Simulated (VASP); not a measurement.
# V (Im-3m) in VASP: further runs

Runs on V. Level: RPBE. Tasks: single point.

All numbers are computed with VASP 6.6.1; they aren't measurements. Logs are shortened: lines on timing, memory, paths and dates and some standing lists are left out, and cuts for length are marked.

### Step 1. The cell of the first run

The structure is cubic, space group Im-3m (No. 229). Conventional cell: a = 3.101 Å, b = 3.101 Å, c = 3.101 Å, α = 90.00°, β = 90.00°, γ = 90.00°. V (site symmetry m-3m) has 14 V at 2.69 to 3.10 Å within 3.5 Å.

### Step 2. Single point, RPBE (volume scaled by 1.08)

Input file INCAR:

```
PREC = Accurate ; ENCUT = 520
EDIFF = 1E-6 ; ISMEAR = -1
SIGMA = 0.1 ; LREAL = F
LASPH = T ; NELM = 60
ALGO = Normal ; ISIF = 2
LWAVE = F ; LCHARG = T
GGA = RP ; LELF = T
LVHAR = T ; NBANDS = 12
```

Input file KPOINTS:

```
regular mesh
0
Gamma
  24 24 24
```

Input file POSCAR:

```
V
1.0
   -1.5504993810      1.5504993810      1.5504993810
    1.5504993810     -1.5504993810      1.5504993810
    1.5504993810      1.5504993810     -1.5504993810
V
1
Direct
    0.0000000000      0.0000000000      0.0000000000
```

Potentials or basis: VASP PAW PBE potentials, release 64 (V_sv).

Started as:

```console
$ cat potpaw_PBE.64/V_sv/POTCAR > POTCAR
$ mpirun -np 1 vasp_std > vasp.out
```

OUTCAR:

```text
PREC = Accurate
   ENCUT = 520
   EDIFF = 1E-6
   ISMEAR = -1
   LREAL = F
   LASPH = T
   NELM = 60
   ISIF = 2
   GGA = RP

 ion  position               nearest neighbor table
   1  0.000  0.000  0.000-

  LATTYP: Found a body centered cubic cell.
 ALAT       =     3.1009987620

  Lattice vectors:

 A1 = (  -1.5504993810,   1.5504993810,   1.5504993810)
 A2 = (   1.5504993810,  -1.5504993810,   1.5504993810)
 A3 = (   1.5504993810,   1.5504993810,  -1.5504993810)

Analysis of symmetry for initial positions (statically):
=====================================================================
 Subroutine PRICEL returns:
 Original cell was already a primitive cell.

 Routine SETGRP: Setting up the symmetry group for a
 body centered cubic supercell.

 Subroutine GETGRP returns: Found 48 space group operations
 (whereof 48 operations were pure point group operations)
 out of a pool of 48 trial point group operations.

The static configuration has the point symmetry O_h .

Analysis of symmetry for dynamics (positions and initial velocities):
=====================================================================
 Subroutine PRICEL returns:
 Original cell was already a primitive cell.

 Routine SETGRP: Setting up the symmetry group for a
 body centered cubic supercell.

 Subroutine GETGRP returns: Found 48 space group operations
 (whereof 48 operations were pure point group operations)
 out of a pool of 48 trial point group operations.

The dynamic configuration has the point symmetry O_h .

 Subroutine INISYM returns: Found 48 space group operations
 (whereof 48 operations are pure point group operations),
 and found     1 'primitive' translations

----------------------------------------------------------------------------------------

                                     Primitive cell

  volume of cell :      14.9099

  direct lattice vectors                    reciprocal lattice vectors
    -1.550499381  1.550499381  1.550499381     0.000000000  0.322476749  0.322476749
     1.550499381 -1.550499381  1.550499381     0.322476749  0.000000000  0.322476749
     1.550499381  1.550499381 -1.550499381     0.322476749  0.322476749  0.000000000

  length of vectors
     2.685543705  2.685543705  2.685543705     0.456050992  0.456050992  0.456050992

  position of ions in fractional coordinates (direct lattice)
     0.000000000  0.000000000  0.000000000

[... 74 lines left out ...]
   NELM   =     60;   NELMIN=  2; NELMDL= -5     # of ELM steps
   EDIFF  = 0.1E-05   stopping-criterion for ELM
   LREAL  =      F    real-space projection
[... 7 lines left out ...]
   TEBEG  =    0.0;   TEEND  =   0.0 temperature during run
   PSTRESS=    0.0 pullay stress
   NELECT =      13.0000    total number of electrons
   NUPDOWN=      -1.0000    fix difference up-down
   EMIN   =  10.00;   EMAX   =-10.00  energy-range for DOS
   EFERMI =   0.00;   METHOD = LEGACY
   ISMEAR =    -1;   SIGMA  =   0.10  broadening in eV -4-tet -1-fermi 0-gaus
   EFERMI_NEDOS =   21; number of points for ismear=-14 and -15
   IALGO  =     38    algorithm
   IMIX   =      4    mixing-type and parameters
     AMIX     =   0.40;   BMIX     =  1.00
     AMIX_MAG =   1.60;   BMIX_MAG =  1.00
  volume/ion in A,a.u.               =      14.91       100.62
  Fermi-wavevector in a.u.,A,eV,Ry     =   1.563979  2.955492 33.280279  2.446031
  Thomas-Fermi vector in A             =   2.666671
   LORBIT       =      0    0 simple, 1 ext, 2 COOP (PROOUT), +10 PAW based schemes
   GGA     = RP    functional components
   LHFCALC =     F    Hartree Fock is set to
   AEXX    =    0.0000 exact exchange contribution
   IVDW    =     0    specifies the selected vdW correction
   LEPSILON=     F    determine dielectric tensor
   LRPA    =     F    only Hartree local field effects (RPA)
 non-spin polarized calculation
  energy-cutoff  :      520.00
  volume of cell :       14.91
 maximum number of plane-waves:       420
   NGX =  9   NGY =  9   NGZ =  9

 number of electron      13.0000010 magnetization

 Free energy of the ion-electron system (eV)
  ---------------------------------------------------
  ext. energy  EPLUGINS =         0.00000000
  ---------------------------------------------------
  free energy    TOTEN  =        -8.49946550 eV

  energy without entropy =       -8.43584182  energy(sigma->0) =       -8.46765366

 E-fermi :   8.6288     XC(G=0): -12.2441

 val. band max:        8.6266063410   @ k =   0.2083   0.0417   0.0000
 cond. band min:       8.6335056959   @ k =   0.1667   0.0000   0.0000
 fundamental gap:      0.0068993548
 Fermi energy:         8.6287655044

 k-point     1 :       0.0000    0.0000    0.0000
  band No.  band energies     occupation
      1     -55.3810      2.00000
      2     -28.7512      2.00000
      3     -28.7512      2.00000
      4     -28.7512      2.00000
      5       2.2561      2.00000
      6       9.0008      0.04728
      7       9.0008      0.04728
      8       9.0008      0.04728
      9      10.7735      0.00000
     10      10.7735      0.00000
     11      28.2715      0.00000
     12      28.2715      0.00000
[... 331 lines left out ...]
 k-point    24 :       0.4583    0.0417    0.0000
  band No.  band energies     occupation
      1     -55.2513      2.00000
      2     -29.3883      2.00000
      3     -28.9590      2.00000
      4     -28.7589      2.00000
      5       5.8012      2.00000
      6       7.6748      1.99986
      7       9.7192      0.00004
      8      10.7426      0.00000
      9      11.1452      0.00000
     10      12.2812      0.00000
     11      17.6450      0.00000
     12      23.6726      0.00000

 [... further k-points ...]

------------------------ aborting loop because EDIFF is reached ----------------------------------------

  FORCE on cell =-STRESS in cart. coord.  units (eV):
  Direction    XX          YY          ZZ          XY          YZ          ZX
  --------------------------------------------------------------------------------------
  -------------------------------------------------------------------------------------
  Total       -1.0280634     -1.0280634     -1.0280634      0.0000000      0.0000000      0.0000000
  in kB     -110.4728828   -110.4728828   -110.4728828      0.0000000      0.0000000      0.0000000
  external PRESSURE =    -110.4728828 kB  Pullay stress =       0.0000000 kB

 VOLUME and BASIS-vectors are now :
 -----------------------------------------------------------------------------
  energy-cutoff  :      520.00
  volume of cell :       14.91
      direct lattice vectors                 reciprocal lattice vectors
    -1.550499381  1.550499381  1.550499381     0.000000000  0.322476749  0.322476749
     1.550499381 -1.550499381  1.550499381     0.322476749  0.000000000  0.322476749
     1.550499381  1.550499381 -1.550499381     0.322476749  0.322476749  0.000000000

 POSITION                                       TOTAL-FORCE (eV/Angst)
 -----------------------------------------------------------------------------------
      0.00000      0.00000      0.00000         0.000000     -0.000000      0.000000
 -----------------------------------------------------------------------------------
    total drift:                                0.000000      0.000000      0.000000

  FREE ENERGIE OF THE ION-ELECTRON SYSTEM (eV)
  ---------------------------------------------------
  free  energy   TOTEN  =        -8.4994655048 eV

  energy  without entropy=       -8.4358418244  energy(sigma->0) =       -8.46765366
```

stdout:

```text
POSCAR found type information on POSCAR V
 POSCAR found :  1 types and       1 ions
 scaLAPACK will be used
 -----------------------------------------------------------------------------
|                                                                             |
|                                                                             |
|     You enforced a specific xc type in the INCAR file but a different       |
|     I HOPE YOU KNOW WHAT YOU ARE DOING!                                     |
|                                                                             |
 -----------------------------------------------------------------------------

 LDA part: xc-table for (Slater+PW92), standard interpolation
 POSCAR, INCAR and KPOINTS ok, starting setup
 FFT: planning ... GRIDC
 FFT: planning ... GRID_SOFT
 FFT: planning ... GRID
 WAVECAR not read
 entering main loop
```

Wall time 20 s (1 thread of Intel Xeon 6975P-C (Granite Rapids), shared host); peak memory 0.18 GiB.

Results:

```yaml
Free_energy: -8.4995 eV
Pressure: -11.0 GPa
```

Levels at points of the mesh, in eV from the Fermi level:
```
           k point  band 5  band 6  band 7  band 8  band 9  band 10
(0.00, 0.00, 0.00)   -6.37    0.37    0.37    0.37    2.14     2.14
(0.50, 0.00, 0.00)   -2.86   -0.96    1.28    2.12    2.44     3.57
(0.50, 0.50, 0.50)   -2.57   -2.57    3.23    3.23    3.23     9.28
```

Caveat: the PAW data sets were made with another functional, which shifts forces and pressure a little.

### Step 3. Single point, RPBE (volume scaled by 1.12)

Input file INCAR:

```
SYSTEM = V
PREC = Accurate
ENCUT = 520
EDIFF = 1E-7
ISMEAR = -1
SIGMA = 0.1
LREAL = .FALSE.
LASPH = .TRUE.
NELM = 80
ALGO = Normal
ISIF = 2
LWAVE = .FALSE.
LCHARG = .FALSE.
GGA = RP
NBANDS = 12
```

Input file KPOINTS:

```
regular mesh
0
G
  24 24 24
  0 0 0
```

Input file POSCAR:

```
V
1.0
   -1.5694097737      1.5694097737      1.5694097737
    1.5694097737     -1.5694097737      1.5694097737
    1.5694097737      1.5694097737     -1.5694097737
V
1
Direct
    0.0000000000      0.0000000000      0.0000000000
```

Potentials or basis: VASP PAW PBE potentials, release 64 (V_sv).

Started as:

```console
$ cat potpaw_PBE.64/V_sv/POTCAR > POTCAR
$ mpirun -np 1 vasp_std > vasp.out
```

Run time: 23 s. Hardware: 1 thread of Intel Xeon 6975P-C (Granite Rapids), shared host; peak memory 0.18 GiB.

The run converged. Its results:

```yaml
Free_energy: -8.4541 eV
Pressure: -15.2 GPa
```

Levels at points of the mesh, in eV from the Fermi level:
```tsv
k point	band 5	band 6	band 7	band 8	band 9	band 10
(0.00, 0.00, 0.00)	-6.28	0.36	0.36	0.36	2.05	2.05
(0.50, 0.00, 0.00)	-2.75	-0.91	1.19	2.02	2.33	3.39
(0.50, 0.50, 0.50)	-2.44	-2.44	3.08	3.08	3.08	8.99
```

Caveat: the PAW data sets were made with another functional, which shifts forces and pressure a little.
